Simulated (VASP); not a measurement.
**H4C: single point with PBE+D3(BJ)**

The system is H4C.

```
C H
1.0
     7.95811    0.00000    0.00000
     0.00000    7.95811    0.00000
     0.00000    0.00000    7.95811
C H
8 32
Direct
  0.32646 0.71756 0.72878
  0.90006 0.06152 0.71165
  0.60115 0.77205 0.04088
  0.44318 0.47597 0.34271
  0.19699 0.92210 0.15364
  0.84910 0.56266 0.70685
  0.48794 0.26676 0.87950
  0.71131 0.08503 0.30094
  0.25277 0.60862 0.68891
  0.43708 0.66482 0.78564
  0.25413 0.78693 0.82772
  0.35628 0.80323 0.61915
  0.91890 0.13425 0.82302
  0.81485 0.95524 0.74558
  0.01488 0.01722 0.65405
  0.82579 0.13032 0.61354
  0.73716 0.75644 0.04937
  0.54948 0.82166 0.15455
  0.55704 0.64386 0.03187
  0.56212 0.85910 0.94216
  0.45741 0.36303 0.42332
  0.40065 0.42633 0.22760
  0.56430 0.53423 0.33625
  0.36129 0.57122 0.38351
  0.17679 0.78525 0.12014
  0.27630 0.94725 0.26373
  0.07374 0.97071 0.18058
  0.24026 0.99849 0.03526
  0.73259 0.54017 0.64640
  0.83075 0.49744 0.82952
  0.87762 0.69504 0.72619
  0.96496 0.50697 0.64322
  0.59685 0.35231 0.88354
  0.46994 0.20324 0.00739
  0.51863 0.18078 0.77967
  0.37021 0.34106 0.83219
  0.78144 0.20151 0.32964
  0.75674 0.98349 0.37847
  0.74020 0.05210 0.16224
  0.57883 0.10753 0.31877
```

```
Program             : VASP 6.6.1
Task                : single point
Functional          : PBE
Dispersion          : D3(BJ)
Potentials or basis : VASP PAW PBE potentials, release 64 (C, H)
Cutoff              : 520 eV
k mesh              : 1 × 1 × 1
Occupations         : fermi-dirac, width 0.05 eV
Spin                : no spin polarisation
```

```json
{
  "Pressure": "-0.3 GPa",
  "Largest force": "2.363 eV/Å",
  "Band gap on the k mesh": "6.73 eV",
  "Dispersion energy per atom": "-0.027 eV"
}
```

Forces on the atoms (eV/Å):
```
C   -0.778  0.765 -0.300
C   -1.899 -0.588 -1.041
C    0.449 -0.205  0.004
C    0.954 -1.358  0.917
C    0.126  0.251 -1.901
C    1.986 -0.872  0.939
C   -1.214  1.018  0.431
C    1.140  0.378 -2.010
H   -0.269  0.143 -0.300
H    0.639  0.102  0.086
H    0.406 -0.313 -0.635
H   -0.183 -0.720  0.850
H    0.310  0.626  0.530
H    0.635  0.253 -0.078
H    0.422 -0.205  0.024
H    0.620 -0.001  0.712
H    0.227  0.495  0.031
H   -0.056  0.271  0.891
H   -0.581 -0.264 -0.525
H    0.153 -0.378 -0.292
H   -0.366  0.656  0.312
H   -0.242 -0.208 -1.603
H    0.887  0.180 -0.453
H   -1.263  0.719  0.878
H    0.611  0.995  0.375
H    0.147 -0.316 -0.275
H   -0.723  0.302  0.270
H   -0.265 -1.177  1.629
H   -0.811  0.025 -1.169
H    0.480  0.405 -0.249
H   -0.285  0.111  0.085
H   -1.341  0.237  0.337
H   -0.309  0.067  0.267
H    0.039  0.611 -1.445
H    0.013 -0.847 -0.243
H    1.445 -0.918  0.974
H   -0.158 -0.233  0.051
H    0.070 -0.377  0.316
H   -0.507  0.403  1.604
H   -0.512 -0.032  0.007
```

Stress tensor (GPa, compression positive):
```
 0.35  0.04  0.65
 0.04 -0.58  1.62
 0.65  1.62 -0.69
```

Levels at points of the mesh, in eV from the valence-band top:
```
           k point  band 30  band 31  band 32  band 33  band 34  band 35
(0.00, 0.00, 0.00)    -0.35    -0.29     0.00     6.73     8.54     8.89
```

Wall time 61 s on 1 thread of AMD EPYC 7R13 Processor (Zen 3), on a shared host, peak memory 0.42 GiB.

Caveat: the k points lie up to 0.79 Å⁻¹ apart.
